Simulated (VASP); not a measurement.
The system is Co.

```
CELL_PARAMETERS angstrom
0.00000 1.75666 1.75666
1.75666 0.00000 1.75666
1.75666 1.75666 0.00000
ATOMIC_POSITIONS crystal
Co 0.00000 0.00000 0.00000
```

Base run:

| Property | Result |
| --- | --- |
| Program | VASP 6.6.1 |
| Functional | PBE |
| Potentials or basis | VASP PAW PBE potentials, release 64 (Co) |
| Cutoff | 600 eV |
| k mesh | 11 × 11 × 11 |
| Occupations | fermi-dirac, width 0.1 eV |
| Spin | collinear spin, ferromagnetic start |
| Starting moments | [1.9] μB |

Its results: pressure 0.1 GPa; net moment 1.59 μB per cell; site moments Co +1.61 μB.

Problem. The run is repeated on the same cell with these changes: functional from PBE to LDA; potentials or basis from VASP PAW PBE potentials, release 64 (Co) to VASP PAW LDA potentials, release 64 (Co). What comes out?

Solution. Pressure -17.9 GPa; net moment 1.56 μB per cell; site moments Co +1.56 μB.
